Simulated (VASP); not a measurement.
# PbS (Fm-3m) in VASP: further runs, part 2 of 2

VASP 6.6.1.

### Step 3. Single point, r2SCAN (strain -1.5%)

POSCAR

```
PbS
1.0
    0.0000000000      2.9412293325      2.9412293325
    2.9412293325      0.0000000000      2.9412293325
    2.9412293325      2.9412293325      0.0000000000
Pb S
1 1
Direct
    0.0000000000      0.0000000000      0.0000000000
    0.5000000000      0.5000000000      0.5000000000
```

INCAR.step1

```
SYSTEM = PbS
PREC     = Accurate       ! precision mode
ENCUT    = 520            ! plane-wave cutoff, eV
ISMEAR   = 0              ! smearing method
SIGMA    = 0.01           ! smearing width, eV
LREAL    = .FALSE.        ! projectors in reciprocal space
LASPH    = .TRUE.         ! aspherical terms in the spheres
NELM     = 100            ! most SCF steps
NBANDS   = 17             ! bands
GGA      = PE             ! functional
ALGO     = Normal         ! electronic algorithm
EDIFF    = 1E-4           ! SCF threshold, eV
LWAVE    = .TRUE.         ! write WAVECAR
LCHARG   = .FALSE.        ! write CHGCAR
```

INCAR.step2

```
SYSTEM = PbS
PREC     = Accurate       ! precision mode
ENCUT    = 520            ! plane-wave cutoff, eV
EDIFF    = 1E-6           ! SCF threshold, eV
ISMEAR   = 0              ! smearing method
SIGMA    = 0.01           ! smearing width, eV
LREAL    = .FALSE.        ! projectors in reciprocal space
LASPH    = .TRUE.         ! aspherical terms in the spheres
NELM     = 100            ! most SCF steps
ALGO     = Normal         ! electronic algorithm
ISIF     = 2              ! what is computed and relaxed
LWAVE    = .FALSE.        ! write WAVECAR
LCHARG   = .FALSE.        ! write CHGCAR
METAGGA  = R2SCAN         ! meta-GGA
LMIXTAU  = .TRUE.       
NBANDS   = 17             ! bands
ISTART   = 1
```

KPOINTS

```
regular mesh
0
G
  8 8 8
  0 0 0
```

Potentials or basis: VASP PAW PBE potentials, release 64 (Pb_d, S).

Run with:

```bash
$ cat potpaw_PBE.64/Pb_d/POTCAR potpaw_PBE.64/S/POTCAR > POTCAR
$ cp INCAR.step1 INCAR
$ mpirun -np 1 vasp_std > vasp.out
$ cp INCAR.step2 INCAR
$ mpirun -np 1 vasp_std > vasp.out
```

OUTCAR:

```text
SYSTEM = PbS
   PREC = Accurate
   ENCUT = 520
   EDIFF = 1E-6
   ISMEAR = 0
   LREAL = .FALSE.
   LASPH = .TRUE.
   NELM = 100
   ISIF = 2
   METAGGA = R2SCAN
   ISTART = 1

 ion  position               nearest neighbor table
   1  0.000  0.000  0.000-   2 2.94   2 2.94   2 2.94   2 2.94   2 2.94   2 2.94
   2  0.500  0.500  0.500-   1 2.94   1 2.94   1 2.94   1 2.94   1 2.94   1 2.94

  LATTYP: Found a face centered cubic cell.
 ALAT       =     5.8824586650

  Lattice vectors:

 A1 = (   0.0000000000,   2.9412293325,   2.9412293325)
 A2 = (   2.9412293325,   0.0000000000,   2.9412293325)
 A3 = (   2.9412293325,   2.9412293325,   0.0000000000)

Analysis of symmetry for initial positions (statically):
=====================================================================
 Subroutine PRICEL returns:
 Original cell was already a primitive cell.

 Routine SETGRP: Setting up the symmetry group for a
 face centered cubic supercell.

 Subroutine GETGRP returns: Found 48 space group operations
 (whereof 48 operations were pure point group operations)
 out of a pool of 48 trial point group operations.

The static configuration has the point symmetry O_h .

Analysis of symmetry for dynamics (positions and initial velocities):
=====================================================================
 Subroutine PRICEL returns:
 Original cell was already a primitive cell.

 Routine SETGRP: Setting up the symmetry group for a
 face centered cubic supercell.

 Subroutine GETGRP returns: Found 48 space group operations
 (whereof 48 operations were pure point group operations)
 out of a pool of 48 trial point group operations.

The dynamic configuration has the point symmetry O_h .

 Subroutine INISYM returns: Found 48 space group operations
 (whereof 48 operations are pure point group operations),
 and found     1 'primitive' translations

----------------------------------------------------------------------------------------

                                     Primitive cell

  volume of cell :      50.8881

  direct lattice vectors                    reciprocal lattice vectors
     0.000000000  2.941229332  2.941229332    -0.169996945  0.169996945  0.169996945
     2.941229332  0.000000000  2.941229332     0.169996945 -0.169996945  0.169996945
     2.941229332  2.941229332  0.000000000     0.169996945  0.169996945 -0.169996945

  length of vectors
     4.159526412  4.159526412  4.159526412     0.294443345  0.294443345  0.294443345

  position of ions in fractional coordinates (direct lattice)
     0.000000000  0.000000000  0.000000000
     0.500000000  0.500000000  0.500000000

  ion indices of the primitive-cell ions
   primitive index   ion index
                 1           1
                 2           2

----------------------------------------------------------------------------------------

 KPOINTS: regular mesh

Automatic generation of k-mesh.
 Grid dimensions read from file:
 generate k-points for:    8    8    8

 Generating k-lattice:

  Cartesian coordinates                     Fractional coordinates (reciprocal lattice)
    -0.021249618  0.021249618  0.021249618     0.125000000  0.000000000  0.000000000
     0.021249618 -0.021249618  0.021249618     0.000000000  0.125000000  0.000000000
     0.021249618  0.021249618 -0.021249618     0.000000000  0.000000000  0.125000000

  Length of vectors
     0.036805418  0.036805418  0.036805418

  Shift w.r.t. Gamma in fractional coordinates (k-lattice)
     0.000000000  0.000000000  0.000000000

 Subroutine IBZKPT returns following result:
 ===========================================

 Found     29 irreducible k-points:

 Following reciprocal coordinates:
            Coordinates               Weight
  0.000000  0.000000  0.000000      1.000000
  0.125000  0.000000  0.000000      8.000000
  0.250000  0.000000  0.000000      8.000000
  0.375000  0.000000  0.000000      8.000000
  0.500000  0.000000  0.000000      4.000000
  0.125000  0.125000  0.000000      6.000000
[... 16 lines left out ...]
  0.500000  0.250000  0.125000     48.000000
 -0.375000  0.250000  0.125000     24.000000
 [... further k-points ...]
   k-points           NKPTS =     29   k-points in BZ     NKDIM =     29   number of bands    NBANDS=     17
   number of dos      NEDOS =    301   number of ions     NIONS =      2
   total plane-waves  NPLWV =  32768
   dimension x,y,z NGX =    32 NGY =   32 NGZ =   32
   dimension x,y,z NGXF=    64 NGYF=   64 NGZF=   64
   ions per type =               1   1
   NGX,Y,Z   is equivalent  to a cutoff of  12.79, 12.79, 12.79 a.u.
   NGXF,Y,Z  is equivalent  to a cutoff of  25.58, 25.58, 25.58 a.u.
 SYSTEM =  PbS
   PREC   = accura    normal or accurate (medium, high low for compatibility)
   ISTART =      1    job   : 0-new  1-cont  2-samecut
   ICHARG =      0    charge: 1-file 2-atom 10-const
   ISPIN  =      1    spin polarized calculation?
   LNONCOLLINEAR =      F non collinear calculations
   LSORBIT =      F    spin-orbit coupling
   LASPH  =      T    aspherical Exc in radial PAW
   ENCUT  =  520.0 eV  38.22 Ry    6.18 a.u.   7.73  7.73  7.73*2*pi/ulx,y,z
   NELM   =    100;   NELMIN=  2; NELMDL=  0     # of ELM steps
   EDIFF  = 0.1E-05   stopping-criterion for ELM
   LREAL  =      F    real-space projection
   EDIFFG = 0.1E-04   stopping-criterion for IOM
   NSW    =      0    number of steps for IOM
   IBRION =     -1    ionic relax: 0-MD 1-quasi-New 2-CG
   NFREE  =      0    steps in history (QN), initial steepest desc. (CG)
   ISIF   =      2    stress and relaxation
   ISYM   =      2    0-nonsym 1-usesym 2-fastsym
   POTIM  = 0.5000    time-step for ionic-motion
   TEBEG  =    0.0;   TEEND  =   0.0 temperature during run
   PSTRESS=    0.0 pullay stress
   NELECT =      20.0000    total number of electrons
   NUPDOWN=      -1.0000    fix difference up-down
   EMIN   =  10.00;   EMAX   =-10.00  energy-range for DOS
   EFERMI =   0.00;   METHOD = LEGACY
   ISMEAR =     0;   SIGMA  =   0.01  broadening in eV -4-tet -1-fermi 0-gaus
   EFERMI_NEDOS =   21; number of points for ismear=-14 and -15
   IALGO  =     38    algorithm
   IMIX   =      4    mixing-type and parameters
     AMIX     =   0.40;   BMIX     =  1.00
     AMIX_MAG =   1.60;   BMIX_MAG =  1.00
  volume/ion in A,a.u.               =      25.44       171.71
  Fermi-wavevector in a.u.,A,eV,Ry     =   1.199166  2.266095 19.565163  1.437999
  Thomas-Fermi vector in A             =   2.335036
   LORBIT       =      0    0 simple, 1 ext, 2 COOP (PROOUT), +10 PAW based schemes
   METAGGA = R2SCAN    functional components
   LHFCALC =     F    Hartree Fock is set to
   AEXX    =    0.0000 exact exchange contribution
   IVDW    =     0    specifies the selected vdW correction
   LEPSILON=     F    determine dielectric tensor
   LRPA    =     F    only Hartree local field effects (RPA)
 non-spin polarized calculation
 Gauss-broadening in eV      SIGMA  =   0.01
  energy-cutoff  :      520.00
  volume of cell :       50.89
 maximum number of plane-waves:      1387
   NGX = 15   NGY = 15   NGZ = 15

 number of electron      19.9999996 magnetization

 Free energy of the ion-electron system (eV)
  ---------------------------------------------------
  ext. energy  EPLUGINS =         0.00000000
  ---------------------------------------------------
  free energy    TOTEN  =       -65.58985153 eV

  energy without entropy =      -65.58985153  energy(sigma->0) =      -65.58985153

 E-fermi :   6.1774     XC(G=0): -10.3825

 val. band max:        6.0833628395   @ k =   0.5000   0.0000   0.0000
 cond. band min:       6.6039476621   @ k =   0.5000   0.0000   0.0000
 fundamental gap:      0.5205848226
 Fermi energy:         6.1774104470

 k-point     1 :       0.0000    0.0000    0.0000
  band No.  band energies     occupation
      1     -11.4561      2.00000
      2     -11.4561      2.00000
      3     -11.4561      2.00000
      4     -11.4414      2.00000
      5     -11.4414      2.00000
      6      -8.4145      2.00000
[... 9 lines left out ...]
     16      13.1090      0.00000
     17      15.0376      0.00000

 k-point     2 :       0.1250    0.0000    0.0000
  band No.  band energies     occupation
      1     -11.4554      2.00000
      2     -11.4537      2.00000
      3     -11.4537      2.00000
      4     -11.4420      2.00000
      5     -11.4420      2.00000
      6      -8.2730      2.00000
[... 9 lines left out ...]
     16      13.5035      0.00000
     17      16.3459      0.00000
[... 421 lines left out ...]
 k-point    24 :      -0.3750    0.2500    0.1250
  band No.  band energies     occupation
      1     -11.5305      2.00000
      2     -11.4623      2.00000
      3     -11.4399      2.00000
      4     -11.4249      2.00000
      5     -11.4014      2.00000
      6      -6.8363      2.00000
[... 9 lines left out ...]
     16      17.4695      0.00000
     17      17.8905      0.00000

 [... further k-points ...]
[... 5 lines left out ...]
  --------------------------------------------------------------------------------------
  -------------------------------------------------------------------------------------
  Total        0.9390365      0.9390365      0.9390365      0.0000000     -0.0000000      0.0000000
  in kB       29.5648995     29.5648995     29.5648995      0.0000000     -0.0000000      0.0000000
  external PRESSURE =      29.5648995 kB  Pullay stress =       0.0000000 kB

 VOLUME and BASIS-vectors are now :
 -----------------------------------------------------------------------------
  energy-cutoff  :      520.00
  volume of cell :       50.89
      direct lattice vectors                 reciprocal lattice vectors
     0.000000000  2.941229332  2.941229332    -0.169996945  0.169996945  0.169996945
     2.941229332  0.000000000  2.941229332     0.169996945 -0.169996945  0.169996945
     2.941229332  2.941229332  0.000000000     0.169996945  0.169996945 -0.169996945

 POSITION                                       TOTAL-FORCE (eV/Angst)
 -----------------------------------------------------------------------------------
      0.00000      0.00000      0.00000         0.000000      0.000000      0.000000
      2.94123      2.94123      2.94123         0.000000     -0.000000     -0.000000
 -----------------------------------------------------------------------------------
    total drift:                                0.000000     -0.000000     -0.000000

  FREE ENERGIE OF THE ION-ELECTRON SYSTEM (eV)
  ---------------------------------------------------
  free  energy   TOTEN  =       -65.5898515323 eV

  energy  without entropy=      -65.5898515323  energy(sigma->0) =      -65.58985153
```

Run time: 2.1 min. Hardware: 1 thread of AMD EPYC 7R43 (Zen 3), shared host; peak memory 0.16 GiB.

Results:

* Free energy: -65.5899 eV
* Pressure: 3.0 GPa
* Band gap on the k mesh: 0.52 eV

Caveat: the cell differs from its parent crystal (strain -1.5%); the PAW data sets were made with another functional, which shifts forces and pressure a little; spin-orbit coupling is left out, which moves the levels of the heavy elements.
